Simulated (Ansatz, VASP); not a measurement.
# One calculation of In3Sb, two programs

INCAR

```
PREC = Accurate
ENCUT = 520
EDIFF = 1E-6
ISMEAR = -1
SIGMA = 0.05
LREAL = False
LASPH = True
NELM = 80
ALGO = Normal
ISIF = 2
LWAVE = False
LCHARG = False
GGA = PS
NBANDS = 30
```

File KPOINTS:

```
regular mesh
0
Gamma
  6 6 6
```

The input POSCAR:

```
In3Sb
1.0
    4.7382207836      0.0000000000      0.0000000000
    0.0000000000      4.7382207836      0.0000000000
    0.0000000000      0.0000000000      4.7382207836
Sb In
1 3
Direct
    0.0000000000      0.0000000000      0.0000000000
    0.0000000000      0.5000000000      0.5000000000
    0.5000000000      0.0000000000      0.5000000000
    0.5000000000      0.5000000000      0.0000000000
```

Contents of input.yaml:

```yaml
crystal:
  lattice:
    - [4.7382207836, 0.0, 0.0]
    - [0.0, 4.7382207836, 0.0]
    - [0.0, 0.0, 4.7382207836]
  atoms:
    - { symbol: Sb, position: [0.0, 0.0, 0.0] }
    - { symbol: In, position: [0.0, 0.5, 0.5] }
    - { symbol: In, position: [0.5, 0.0, 0.5] }
    - { symbol: In, position: [0.5, 0.5, 0.0] }
kpoints:
  mp_grid: { grid: [6, 6, 6] }
scf:
  occupations: { method: fermi_dirac, width: 0.05 }
hamiltonian:
  xc: pbesol
  pseudopotentials: { kind: all_electron, lapw: { basis_error: 0.001 } }
output:
  forces: true
  stress: true
  eigenvalues: true
```

Change from the starting cell: volume scaled by 0.94.

Alike in both runs: task single point; functional PBEsol; k mesh 6 × 6 × 6; occupations fermi-dirac, width 0.05 eV; no spin polarisation.

|  | VASP | Ansatz |
| --- | --- | --- |
| version | VASP 6.6.1 | Ansatz 0.2.0 |
| potentials or method | VASP PAW PBE potentials, release 64 (Sb, In_d), cutoff 520 eV | all-electron LAPW, scalar-relativistic |

VASP gave:

```
gap on the k mesh at the Fermi level (eV) : none
pressure (GPa)                            : -0.3
```

Question: What did Ansatz give for the same quantities?

Answer: gap on the k mesh at the Fermi level (eV): none; pressure (GPa): -0.2.

VASP's potentials were made for PBE, not for PBEsol. A gap of «none» marks a metal or a gap that the smearing closes. Ansatz ran all-electron here, and VASP with PAW potentials.

Spin-orbit coupling is off throughout.
